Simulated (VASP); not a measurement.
Here is a VASP 6.6.1 calculation.

The input INCAR:

```
  PREC = Accurate
  ENCUT = 520
  EDIFF = 1E-6
  ISMEAR = 0
  SIGMA = 0.15
  LREAL = False
  LASPH = True
  NELM = 100
  ALGO = Normal
  ISIF = 2
  LWAVE = False
  LCHARG = False
  GGA = PE
  NBANDS = 12
```

Contents of KPOINTS:

```
Automatic mesh
0
Gamma
  22 22 22
```

Contents of POSCAR:

```
Cu
1.0
   -1.4732621059      1.4732621059      1.3129000000
    1.4732621059     -1.4732621059      1.3129000000
    1.4732621059      1.4732621059     -1.3129000000
Cu
1
Direct
    0.0000000000      0.0000000000      0.0000000000
```

Potentials or basis: VASP PAW PBE potentials, release 64 (Cu).

The run is started by

```console
$ cat potpaw_PBE.64/Cu/POTCAR > POTCAR
$ mpirun -np 1 vasp_std > vasp.out
```

**Question.** Predict the pressure.

**Answer.** 9.1 GPa.

**Question.** What does it give for the band gap on the k mesh?

**Answer.** Zero (an odd number of electrons rules out a gap without spin polarisation).

Stress tensor (GPa, compression positive):
```
 8.46  0.00  0.00
 0.00  8.46  0.00
 0.00  0.00 10.38
```

Caveat: the cell stands under pressure.
